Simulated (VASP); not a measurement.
Runs of VASP 6.6.1 on NaCl. The structure is that of space group Fm-3m (No. 225), or close to it. The cells are those of the table. 

```csv
cell,gap on the mesh (eV),pressure (GPa)
"a = 3.995, b = 4.005 Å, angles 59.9, 60.2, 59.9°, 2 atoms",5.08,0.5
"a = 3.985, b = 4.005 Å, angles 59.8, 60.3, 59.8°, 2 atoms",5.10,0.7
"a = 4.015, b = 4.005 Å, angles 60.1, 59.8, 60.1°, 2 atoms",5.04,0.3
"a = 3.975, b = 4.005 Å, angles 59.8, 60.5, 59.8°, 2 atoms",(b),(c)
"a = 4.035, b = 4.005 Å, angles 60.2, 59.5, 60.2°, 2 atoms",5.00,0.0
"a = 3.965, b = 4.005 Å, angles 59.7, 60.7, 59.7°, 2 atoms",5.13,1.0
"a = 4.025, b = 4.005 Å, angles 60.2, 59.7, 60.2°, 2 atoms",5.02,(a)
"a = 4.045, b = 4.005 Å, angles 60.3, 59.3, 60.3°, 2 atoms",4.98,-0.1
"a = 4.040, b = 4.005 Å, angles 60.3, 59.4, 60.3°, 2 atoms",4.99,0.0
```

Alike in all rows: task single point; level PBE; potentials or basis VASP PAW PBE potentials, release 64 (Na_pv, Cl); no spin polarisation; k mesh 8 × 8 × 8; cutoff (eV) 520; smearing gaussian 0.05 eV.

Question: Fill in the values left out.

Answer: (a) 0.2; (b) 5.11; (c) 0.8.

A k mesh can miss the band edges.
